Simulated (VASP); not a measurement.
Crystal: Mg3ZnS4.

```
CELL_PARAMETERS angstrom
5.63491 0.00000 0.00000
0.00000 5.63491 0.00000
0.00000 0.00000 5.63491
ATOMIC_POSITIONS crystal
Mg 0.50000 0.00000 0.50000
Mg 0.50000 0.50000 0.00000
Mg 0.00000 0.50000 0.50000
Zn 0.00000 0.00000 0.00000
S 0.24410 0.75590 0.75590
S 0.24410 0.24410 0.24410
S 0.75590 0.75590 0.24410
S 0.75590 0.24410 0.75590
```

Base run:

| Property | Result |
| --- | --- |
| Program | VASP 6.6.1 |
| Functional | PBE |
| Potentials or basis | VASP PAW PBE potentials, release 64 (Mg, Zn, S) |
| Cutoff | 520 eV |
| k mesh | 4 × 4 × 4 |
| Occupations | gaussian, width 0.02 eV |
| Spin | no spin polarisation |

Its results: band gap on the k mesh 2.88 eV, direct; pressure -0.1 GPa; largest force 0.021 eV/Å.

Question: The run is repeated on the same cell with these changes: functional from PBE to r2SCAN; further incar settings from ALGO = Normal; EDIFF = 1e-07; NBANDS = 31 to ALGO = Normal; EDIFF = 1e-06; NBANDS = 31. What comes out?

Answer: Band gap on the k mesh 3.48 eV, direct; pressure -1.5 GPa; largest force 0.023 eV/Å.

Caveats: the PAW data sets were made with another functional, which shifts forces and pressure a little (some runs).

